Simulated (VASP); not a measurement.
Wanted: the native input for a VASP 6.6.1 run.

```yaml
Task: single point
Functional: PBEsol
Potentials_or_basis: VASP PAW PBE potentials, release 64 (Cd, S)
Cutoff: 520 eV
k_mesh: 7 × 7 × 4
Occupations: fermi-dirac, width 0.01 eV
Spin: no spin polarisation
Dipole_correction: no
Further_INCAR_settings: ALGO = Normal; EDIFF = 1e-07; NBANDS = 26
```

The structure of CdS lies in POSCAR:

```
CdS
1.0
    4.1347992034      0.0000000000      0.0000000000
   -2.0673996017      3.5808411497      0.0000000000
    0.0000000000      0.0000000000      6.9514700000
Cd S
2 2
Direct
    0.3333333333      0.6666666667      0.0000000000
    0.6666666667      0.3333333333      0.5000000000
    0.3333333333      0.6666666667      0.3850000000
    0.6666666667      0.3333333333      0.8850000000
```

This cell differs from its parent crystal: zz strain of +3 %.

The input as run:

INCAR

```
SYSTEM = CdS
ALGO = Normal
EDIFF = 1E-7
ENCUT = 520
GGA = PS
ISIF = 2
ISMEAR = -1
LASPH = .True.
LCHARG = .False.
LREAL = .False.
LWAVE = .False.
NBANDS = 26
NELM = 60
PREC = Accurate
SIGMA = 0.01
```

KPOINTS

```
k-points
0
Gamma
  7 7 4
  0 0 0
```

Potentials or basis: VASP PAW PBE potentials, release 64 (Cd, S).

The run is started by

```console
$ cat potpaw_PBE.64/Cd/POTCAR potpaw_PBE.64/S/POTCAR > POTCAR
$ mpirun -np 1 vasp_std > vasp.out
```

It gave:

```json
{"Pressure": "-1.5 GPa", "Largest force": "0.346 eV/Å", "Band gap on the k mesh": "1.00 eV"}
```

Caveat: the cell differs from its parent crystal (zz strain of +3 %); the PAW data sets were made with another functional, which shifts forces and pressure a little.

Run time: 110 s on 1 thread of Intel Xeon 8259CL, with other jobs on the host, peak memory 0.25 GiB.
